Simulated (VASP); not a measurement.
# MoS2 in VASP: notebook

The runs below take MoS2 through single point, with HSE06, PBE, PBEsol.

All numbers are computed with VASP 6.6.1; they aren't measurements. Logs are shortened: lines on timing, memory, paths and dates and some standing lists are left out, and cuts for length are marked.

## (1) The cell of the first run

The cell holds a slab with vacuum, 3 atoms: a = 3.184 Å, b = 3.184 Å, c = 17.335 Å, α = 90.00°, β = 90.00°, γ = 120.00°.

## (2) Single point, HSE06

Contents of POSCAR:

```
MoS2
1.0
    3.1841260822      0.0000000000      0.0000000000
   -1.5920630411      2.7575340760      0.0000000000
    0.0000000000      0.0000000000     17.3345999500
Mo S
1 2
Direct
    0.0000000000      0.0000000000      0.0000000000
    0.3333333333      0.6666666667      0.9105070200
    0.3333333333      0.6666666667      0.0894929800
```

Contents of INCAR.step1:

```
SYSTEM = MoS2
PREC     = Accurate       ! precision mode
ENCUT    = 520            ! plane-wave cutoff, eV
EDIFF    = 1E-5           ! SCF threshold, eV
ISMEAR   = -1             ! smearing method
SIGMA    = 0.05           ! smearing width, eV
LREAL    = .False.        ! projectors in reciprocal space
LASPH    = .True.         ! aspherical terms in the spheres
NELM     = 100            ! most SCF steps
ALGO     = Normal         ! electronic algorithm
ISIF     = 2              ! what is computed and relaxed
LWAVE    = .True.         ! write WAVECAR
LCHARG   = .False.        ! write CHGCAR
GGA      = PE             ! functional
NBANDS   = 20             ! bands
```

Contents of INCAR.step2:

```
SYSTEM = MoS2
PREC     = Accurate       ! precision mode
ENCUT    = 520            ! plane-wave cutoff, eV
EDIFF    = 1E-7           ! SCF threshold, eV
ISMEAR   = -1             ! smearing method
SIGMA    = 0.05           ! smearing width, eV
LREAL    = .False.        ! projectors in reciprocal space
LASPH    = .True.         ! aspherical terms in the spheres
NELM     = 100            ! most SCF steps
ALGO     = Normal         ! electronic algorithm
ISIF     = 2              ! what is computed and relaxed
LWAVE    = .False.        ! write WAVECAR
LCHARG   = .False.        ! write CHGCAR
GGA      = PE             ! functional
LHFCALC  = .True.         ! exact exchange
HFSCREEN = 0.2079         ! screening, 1/A
PRECFOCK = Normal       
ISTART   = 1            
NBANDS   = 20             ! bands
```

Contents of KPOINTS:

```
Automatic mesh
0
Gamma
  5 5 1
  0 0 0
```

Potentials or basis: VASP PAW PBE potentials, release 64 (Mo_sv, S).

Launch:

```sh
> cat potpaw_PBE.64/Mo_sv/POTCAR potpaw_PBE.64/S/POTCAR > POTCAR
> cp INCAR.step1 INCAR
> mpirun -np 1 vasp_std > vasp.out
> cp INCAR.step2 INCAR
> mpirun -np 1 vasp_std > vasp.out
```

OUTCAR:

```text
SYSTEM = MoS2
   PREC = Accurate
   ENCUT = 520
   EDIFF = 1E-7
   ISMEAR = -1
   LREAL = .False.
   LASPH = .True.
   NELM = 100
   ISIF = 2
   GGA = PE
   LHFCALC = .True.
   HFSCREEN = 0.2079
   PRECFOCK = Normal
   ISTART = 1

 ion  position               nearest neighbor table
   1  0.000  0.000  0.000-   2 2.41   3 2.41   2 2.41   3 2.41   2 2.41   3 2.41
   2  0.333  0.667  0.911-   1 2.41   1 2.41   1 2.41
   3  0.333  0.667  0.089-   1 2.41   1 2.41   1 2.41

  LATTYP: Found a hexagonal cell.
 ALAT       =     3.1841260822
 C/A-ratio  =     5.4440683260

  Lattice vectors:

 A1 = (   3.1841260822,   0.0000000000,   0.0000000000)
 A2 = (  -1.5920630411,   2.7575340760,   0.0000000000)
 A3 = (   0.0000000000,   0.0000000000,  17.3345999500)

Analysis of symmetry for initial positions (statically):
=====================================================================
 Subroutine PRICEL returns:
 Original cell was already a primitive cell.

 Routine SETGRP: Setting up the symmetry group for a
 hexagonal supercell.

 Subroutine GETGRP returns: Found 12 space group operations
 (whereof 12 operations were pure point group operations)
 out of a pool of 24 trial point group operations.

The static configuration has the point symmetry D_3h.

Analysis of symmetry for dynamics (positions and initial velocities):
=====================================================================
 Subroutine PRICEL returns:
 Original cell was already a primitive cell.

 Routine SETGRP: Setting up the symmetry group for a
 hexagonal supercell.

 Subroutine GETGRP returns: Found 12 space group operations
 (whereof 12 operations were pure point group operations)
 out of a pool of 24 trial point group operations.

The dynamic configuration has the point symmetry D_3h.

 Subroutine INISYM returns: Found 12 space group operations
 (whereof 12 operations are pure point group operations),
 and found     1 'primitive' translations

----------------------------------------------------------------------------------------

                                     Primitive cell

  volume of cell :     152.2036

  direct lattice vectors                    reciprocal lattice vectors
     3.184126082  0.000000000  0.000000000     0.314057915  0.181321422  0.000000000
    -1.592063041  2.757534076  0.000000000     0.000000000  0.362642844  0.000000000
     0.000000000  0.000000000 17.334599950     0.000000000  0.000000000  0.057688092

  length of vectors
     3.184126082  3.184126082 17.334599950     0.362642844  0.362642844  0.057688092

  position of ions in fractional coordinates (direct lattice)
     0.000000000  0.000000000  0.000000000
     0.333333333  0.666666667  0.910507020
     0.333333333  0.666666667  0.089492980

  ion indices of the primitive-cell ions
   primitive index   ion index
                 1           1
                 2           2
                 3           3

----------------------------------------------------------------------------------------

 KPOINTS: Automatic mesh

Automatic generation of k-mesh.
 Grid dimensions read from file:
 generate k-points for:    5    5    1

 Generating k-lattice:

  Cartesian coordinates                     Fractional coordinates (reciprocal lattice)
     0.062811583  0.036264284  0.000000000     0.200000000  0.000000000  0.000000000
     0.000000000  0.072528569  0.000000000     0.000000000  0.200000000  0.000000000
     0.000000000  0.000000000  0.057688092     0.000000000  0.000000000  1.000000000

  Length of vectors
     0.072528569  0.072528569  0.057688092

  Shift w.r.t. Gamma in fractional coordinates (k-lattice)
     0.000000000  0.000000000  0.000000000

 Subroutine IBZKPT returns following result:
 ===========================================

 Found      5 irreducible k-points:

 Following reciprocal coordinates:
            Coordinates               Weight
  0.000000  0.000000  0.000000      1.000000
  0.200000  0.000000  0.000000      6.000000
  0.400000  0.000000  0.000000      6.000000
  0.200000  0.200000  0.000000      6.000000
  0.400000  0.200000  0.000000      6.000000
   k-points           NKPTS =      5   k-points in BZ     NKDIM =     25   number of bands    NBANDS=     20
   number of dos      NEDOS =    301   number of ions     NIONS =      3
   total plane-waves  NPLWV =  80640
   dimension x,y,z NGX =    24 NGY =   24 NGZ =  140
   dimension x,y,z NGXF=    48 NGYF=   48 NGZF=  280
   ions per type =               1   2
   NGX,Y,Z   is equivalent  to a cutoff of  12.53, 12.53, 13.43 a.u.
   NGXF,Y,Z  is equivalent  to a cutoff of  25.06, 25.06, 26.85 a.u.
 SYSTEM =  MoS2
   PREC   = accura    normal or accurate (medium, high low for compatibility)
   ISTART =      1    job   : 0-new  1-cont  2-samecut
   ICHARG =      0    charge: 1-file 2-atom 10-const
   ISPIN  =      1    spin polarized calculation?
   LNONCOLLINEAR =      F non collinear calculations
   LSORBIT =      F    spin-orbit coupling
   LASPH  =      T    aspherical Exc in radial PAW
   ENCUT  =  520.0 eV  38.22 Ry    6.18 a.u.   5.92  5.92 32.23*2*pi/ulx,y,z
   NELM   =    100;   NELMIN=  2; NELMDL=  0     # of ELM steps
   EDIFF  = 0.1E-06   stopping-criterion for ELM
   LREAL  =      F    real-space projection
   EDIFFG = 0.1E-05   stopping-criterion for IOM
   NSW    =      0    number of steps for IOM
   IBRION =     -1    ionic relax: 0-MD 1-quasi-New 2-CG
   NFREE  =      0    steps in history (QN), initial steepest desc. (CG)
   ISIF   =      2    stress and relaxation
   ISYM   =      3    0-nonsym 1-usesym 2-fastsym
   POTIM  = 0.5000    time-step for ionic-motion
   TEBEG  =    0.0;   TEEND  =   0.0 temperature during run
   PSTRESS=    0.0 pullay stress
   NELECT =      26.0000    total number of electrons
   NUPDOWN=      -1.0000    fix difference up-down
   EMIN   =  10.00;   EMAX   =-10.00  energy-range for DOS
   EFERMI =   0.00;   METHOD = LEGACY
   ISMEAR =    -1;   SIGMA  =   0.05  broadening in eV -4-tet -1-fermi 0-gaus
   EFERMI_NEDOS =   21; number of points for ismear=-14 and -15
   IALGO  =     38    algorithm
   IMIX   =      1    mixing-type and parameters
     AMIX     =   0.40;   BMIX     =  1.00
     AMIX_MAG =   1.60;   BMIX_MAG =  1.00
  volume/ion in A,a.u.               =      50.73       342.37
  Fermi-wavevector in a.u.,A,eV,Ry     =   0.908359  1.716550 11.226391  0.825116
  Thomas-Fermi vector in A             =   2.032276
   LORBIT       =      0    0 simple, 1 ext, 2 COOP (PROOUT), +10 PAW based schemes
   GGA     = PE    functional components
   LHFCALC =     T    Hartree Fock is set to
   PRECFOCK=normal    Normal, Fast or Accurate (Low or Medium for compatibility)
   ENCUT4O =  -1.0   cutoff for four orbital integrals eV
   NKREDX  =     1    reduce k-point grid by
   NKREDY  =     1    reduce k-point grid by
   NKREDZ  =     1    reduce k-point grid by
   AEXX    =    0.2500 exact exchange contribution
   HFSCREEN=    0.2079 screening length (either q_TF or 0.3 A-1)
   HFSCREENC=   0.2079 screening length for correlation (either q_TF or 0.3 A-1)
   ENCUTFOCK=  -1.0 apply spherical cutoff to Coloumb kernel
   IVDW    =     0    specifies the selected vdW correction
   LEPSILON=     F    determine dielectric tensor
   LRPA    =     F    only Hartree local field effects (RPA)
 non-spin polarized calculation
  energy-cutoff  :      520.00
  volume of cell :      152.20
 maximum number of plane-waves:      4124
 NGX is ok and might be reduce to    24
  NGX = 18; NGY = 18; NGZ = 98

 number of electron      25.9999999 magnetization

 Free energy of the ion-electron system (eV)
  ---------------------------------------------------
  ext. energy  EPLUGINS =         0.00000000
  ---------------------------------------------------
  free energy    TOTEN  =       -26.16467755 eV

  energy without entropy =      -26.16467755  energy(sigma->0) =      -26.16467755

 E-fermi :  -0.5939     XC(G=0):  -3.6344

 val. band max:       -1.8610749931   @ k =   0.0000   0.0000   0.0000
 cond. band min:       0.6878153146   @ k =   0.4000   0.2000   0.0000
 fundamental gap:      2.5488903077
 Fermi energy:        -0.5938948291

 k-point     1 :       0.0000    0.0000    0.0000
  band No.  band energies     occupation
      1     -66.7535      2.00000
      2     -39.4731      2.00000
      3     -39.2367      2.00000
      4     -39.2367      2.00000
      5     -17.5712      2.00000
      6     -16.0859      2.00000
[... 12 lines left out ...]
     19       4.4255      0.00000
     20       5.1306      0.00000

 k-point     2 :       0.2000    0.0000    0.0000
  band No.  band energies     occupation
      1     -66.7380      2.00000
      2     -39.4423      2.00000
      3     -39.3958      2.00000
      4     -39.2732      2.00000
      5     -16.9579      2.00000
      6     -15.8463      2.00000
[... 12 lines left out ...]
     19       5.1904      0.00000
     20       6.1920      0.00000

 k-point     3 :       0.4000    0.0000    0.0000
  band No.  band energies     occupation
      1     -66.7129      2.00000
      2     -39.6460      2.00000
      3     -39.3915      2.00000
      4     -39.3318      2.00000
      5     -15.7555      2.00000
      6     -15.3897      2.00000
[... 12 lines left out ...]
     19       6.7484      0.00000
     20       6.8524      0.00000

 k-point     4 :       0.2000    0.2000    0.0000
  band No.  band energies     occupation
      1     -66.7177      2.00000
      2     -39.5582      2.00000
      3     -39.4015      2.00000
      4     -39.3623      2.00000
      5     -16.0227      2.00000
      6     -15.4759      2.00000
[... 12 lines left out ...]
     19       6.5711      0.00000
     20       7.5178      0.00000

 k-point     5 :       0.4000    0.2000    0.0000
  band No.  band energies     occupation
      1     -66.7051      2.00000
      2     -39.6346      2.00000
      3     -39.4395      2.00000
      4     -39.3760      2.00000
      5     -15.3279      2.00000
      6     -15.1940      2.00000
[... 12 lines left out ...]
     19       7.9234      0.00000
     20       8.3093      0.00000

------------------------ aborting loop because EDIFF is reached ----------------------------------------

  FORCE on cell =-STRESS in cart. coord.  units (eV):
  Direction    XX          YY          ZZ          XY          YZ          ZX
  --------------------------------------------------------------------------------------
  -------------------------------------------------------------------------------------
  Total       -1.4068079     -1.4068079     -1.0330595      0.0000000      0.0000000      0.0000000
  in kB      -14.8088190    -14.8088190    -10.8745415      0.0000000      0.0000000      0.0000000
  external PRESSURE =     -13.4973932 kB  Pullay stress =       0.0000000 kB

 VOLUME and BASIS-vectors are now :
 -----------------------------------------------------------------------------
  energy-cutoff  :      520.00
  volume of cell :      152.20
      direct lattice vectors                 reciprocal lattice vectors
     3.184126082  0.000000000  0.000000000     0.314057915  0.181321422  0.000000000
    -1.592063041  2.757534076  0.000000000     0.000000000  0.362642844  0.000000000
     0.000000000  0.000000000 17.334599950     0.000000000  0.000000000  0.057688092

 POSITION                                       TOTAL-FORCE (eV/Angst)
 -----------------------------------------------------------------------------------
      0.00000      0.00000      0.00000         0.000000      0.000000      0.000000
     -0.00000      1.83836     15.78327         0.000000      0.000000      0.323795
     -0.00000      1.83836      1.55133        -0.000000      0.000000     -0.323795
 -----------------------------------------------------------------------------------
    total drift:                                0.000000     -0.000000      0.000000

  FREE ENERGIE OF THE ION-ELECTRON SYSTEM (eV)
  ---------------------------------------------------
  free  energy   TOTEN  =       -26.1646775455 eV

  energy  without entropy=      -26.1646775455  energy(sigma->0) =      -26.16467755
```

Wall time 42 min (1 thread of Intel Xeon 8259CL, shared host); peak memory 0.38 GiB.

What came out:

| Quantity | Value |
| --- | --- |
| Free energy | -26.1647 eV |
| Largest force | 0.324 eV/Å |
| Band gap on the k mesh | 2.55 eV (least direct gap 2.86 eV) |

Forces on the atoms (eV/Å):
```
Mo   0.000  0.000  0.000
S    0.000  0.000  0.324
S    0.000  0.000 -0.324
```

Caveat: the k points lie up to 0.46 Å⁻¹ apart; there is no dipole correction, which matters where the two faces differ; the PAW data sets were made with another functional, which shifts forces and pressure a little.

## (3) Single point, PBE (atoms moved at random)

Contents of INCAR:

```
SYSTEM = MoS2
PREC = Accurate
ENCUT = 520
EDIFF = 1E-7
ISMEAR = -1
SIGMA = 0.05
LREAL = .FALSE.
LASPH = .TRUE.
NELM = 60
ALGO = Normal
ISIF = 2
LWAVE = .FALSE.
LCHARG = .TRUE.
GGA = PE
LELF = .TRUE.
LVHAR = .TRUE.
NBANDS = 20
```

Contents of KPOINTS:

```
Automatic mesh
0
G
  10 10 2
  0 0 0
```

Contents of POSCAR:

```
MoS2
1.0
    3.1841260822      0.0000000000      0.0000000000
   -1.5920630411      2.7575340760      0.0000000000
    0.0000000000      0.0000000000     17.3345999500
Mo S
1 2
Direct
    0.0028990000     -0.0138400000     -0.0004740000
    0.3313860000      0.6610750000      0.9105550000
    0.3217360000      0.6551810000      0.0895260000
```

Potentials or basis: VASP PAW PBE potentials, release 64 (Mo_sv, S).

Launch:

```sh
> cat potpaw_PBE.64/Mo_sv/POTCAR potpaw_PBE.64/S/POTCAR > POTCAR
> mpirun -np 1 vasp_std > vasp.out
```

It took 8.7 min on 1 thread of Intel Xeon 8259CL, shared host; peak memory 0.47 GiB.

Results (log left out):

```yaml
Free_energy: -21.8302 eV
Largest_force: 0.884 eV/Å
Band_gap_on_the_k_mesh: 1.73 eV (least direct gap 1.91 eV)
```

Forces on the atoms (eV/Å):
```
Mo  -0.789  0.304  0.259
S    0.306 -0.222 -0.361
S    0.483 -0.082  0.101
```

Levels at points of the mesh, in eV from the valence-band top:
| k point | band 9 | band 10 | band 11 | band 12 | band 13 | band 14 | band 15 | band 16 | band 17 | band 18 |
| --- | --- | --- | --- | --- | --- | --- | --- | --- | --- | --- |
| (0.00, 0.00, 0.00) | -2.66 | -1.84 | -1.71 | -1.39 | 0.00 | 2.51 | 2.90 | 2.95 | 3.10 | 5.33 |
| (0.50, 0.00, 0.00) | -4.16 | -3.29 | -1.83 | -1.09 | -0.58 | 2.22 | 2.73 | 3.73 | 4.39 | 6.10 |
| (0.00, 0.50, 0.00) | -4.15 | -3.27 | -1.86 | -1.10 | -0.58 | 2.21 | 2.73 | 3.75 | 4.40 | 6.12 |
| (0.50, 0.50, 0.00) | -4.08 | -3.16 | -1.97 | -1.02 | -0.74 | 2.16 | 2.71 | 4.00 | 4.28 | 6.20 |
| (0.00, 0.00, 0.50) | -2.66 | -1.84 | -1.71 | -1.39 | 0.00 | 2.51 | 2.90 | 2.95 | 3.10 | 5.44 |
| (0.50, 0.00, 0.50) | -4.16 | -3.29 | -1.83 | -1.09 | -0.58 | 2.22 | 2.73 | 3.73 | 4.39 | 6.10 |
| (0.00, 0.50, 0.50) | -4.15 | -3.27 | -1.86 | -1.10 | -0.58 | 2.21 | 2.73 | 3.75 | 4.40 | 6.12 |
| (0.50, 0.50, 0.50) | -4.08 | -3.16 | -1.97 | -1.02 | -0.74 | 2.16 | 2.71 | 4.00 | 4.28 | 6.20 |

Caveat: the cell differs from its parent crystal (atoms moved at random); there is no dipole correction, which matters where the two faces differ.

(Continued in part 2 of 2.)
